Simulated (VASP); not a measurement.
Wanted: the native input for a VASP 6.6.1 run.

```yaml
Task: single point
Functional: PBEsol
Dispersion: D3(BJ)
Potentials_or_basis: VASP PAW PBE potentials, release 64 (Al)
Cutoff: 520 eV
k_mesh: 12 × 12 × 12
Occupations: fermi-dirac, width 0.05 eV
Spin: no spin polarisation
Dipole_correction: no
Further_INCAR_settings: ALGO = Normal; EDIFF = 1e-06; NBANDS = 8
```

The structure of Al lies in POSCAR:

```
Al
1.0
   -1.5841763650      1.5841763650      1.5841763650
    1.5841763650     -1.5841763650      1.5841763650
    1.5841763650      1.5841763650     -1.5841763650
Al
1
Direct
    0.0000000000      0.0000000000      0.0000000000
```

The input as run:

INCAR

```
SYSTEM = Al
PREC     = Accurate       ! precision mode
ENCUT    = 520            ! plane-wave cutoff, eV
EDIFF    = 1E-6           ! SCF threshold, eV
ISMEAR   = -1             ! smearing method
SIGMA    = 0.05           ! smearing width, eV
LREAL    = .FALSE.        ! projectors in reciprocal space
LASPH    = .TRUE.         ! aspherical terms in the spheres
NELM     = 100            ! most SCF steps
ALGO     = Normal         ! electronic algorithm
ISIF     = 2              ! what is computed and relaxed
LWAVE    = .FALSE.        ! write WAVECAR
LCHARG   = .FALSE.        ! write CHGCAR
GGA      = PS             ! functional
IVDW     = 12             ! dispersion correction
NBANDS   = 8              ! bands
```

KPOINTS

```
Automatic mesh
0
G
  12 12 12
  0 0 0
```

Potentials or basis: VASP PAW PBE potentials, release 64 (Al).

Run with:

```sh
$ cat potpaw_PBE.64/Al/POTCAR > POTCAR
$ mpirun -np 1 vasp_std > vasp.out
```

It gave:

The pressure is 0.1 GPa and the dispersion energy per atom is -0.330 eV.

Caveat: the PAW data sets were made with another functional, which shifts forces and pressure a little; pairwise dispersion overbinds metals, which lowers pressure and volume.

It took 3.6 s on 1 thread of Intel(R) Xeon(R) 6975P-C (Granite Rapids), on a shared host, peak memory 0.13 GiB.
